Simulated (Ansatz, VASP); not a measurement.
# One calculation of MgO, two programs

The input INCAR:

```
PREC     = Accurate       # precision mode
ENCUT    = 520            # plane-wave cutoff, eV
EDIFF    = 1E-6           # SCF threshold, eV
ISMEAR   = 0              # smearing method
SIGMA    = 0.1            # smearing width, eV
LREAL    = F              # projectors in reciprocal space
LASPH    = T              # aspherical terms in the spheres
NELM     = 150            # most SCF steps
ALGO     = Normal         # electronic algorithm
ISIF     = 2              # what is computed and relaxed
LWAVE    = F              # write WAVECAR
LCHARG   = F              # write CHGCAR
ISPIN    = 2              # spin polarisation
MAGMOM   = 0 1            # initial moments
LORBIT   = 11             # projections on sites
GGA      = PE             # functional
NBANDS   = 15             # bands
```

The input KPOINTS:

```
Automatic mesh
0
Gamma
  6 6 8
```

File POSCAR:

```
MgO
1.0
    3.6416115100      0.0000000000      0.0000000000
    0.0000000000      3.6416115100      0.0000000000
    0.0000000000      0.0000000000      2.4136713000
Mg O
1 1
Direct
    0.5000000000      0.5000000000      0.0000000000
    0.0000000000      0.0000000000      0.0000000000
```

Input for Ansatz:

```yaml
crystal:
  lattice:
    - [3.64161151, 0.0, 0.0]
    - [0.0, 3.64161151, 0.0]
    - [0.0, 0.0, 2.4136713]
  atoms:
    - { symbol: Mg, position: [0.5, 0.5, 0.0] }
    - { symbol: O, position: [0.0, 0.0, 0.0], spin: 1.0 }
basis:
  ecutwfc: 420
kpoints:
  mp_grid: { grid: [6, 6, 8] }
hamiltonian:
  xc: pbe
scf:
  occupations: { method: gaussian, width: 0.1 }
  lower_state_search: "off"
output:
  forces: true
  stress: true
  eigenvalues: true
  populations: true
magnetization:
  spin_polarized: true
```

Alike in both runs: task single point; functional PBE; k mesh 6 × 6 × 8; occupations gaussian, width 0.1 eV; collinear spin.

```csv
,VASP,Ansatz
version,VASP 6.6.1,Ansatz 0.2.0
potentials or method,"VASP PAW PBE potentials, release 64 (Mg, O), cutoff 520 eV","scalar-relativistic, plane waves, PAW"
valence electrons in the cell,8,16
```

Ansatz gave:

```
gap on the k mesh at the Fermi level (eV)                     : none
pressure (GPa)                                                : -9.8
traceless stress, the component that is largest in VASP (GPa) : 43.92
net moment per atom (μB)                                      : 0.09
size of the moment on the site where the two differ most (μB) : 0.21
```

Problem. Estimate VASP's values.

Solution. gap on the k mesh at the Fermi level (eV): none; pressure (GPa): -10.2; traceless stress, the component that is largest in VASP (GPa): 45.66; net moment per atom (μB): 0.00; size of the moment on the site where the two differ most (μB): 0.00.

Site moments also hang on the region over which each program counts them. A gap of «none» marks a metal or a gap that the smearing closes. VASP's potentials hold 8 valence electrons a cell and Ansatz's 16, so a difference there can come from the potentials and not from the codes.
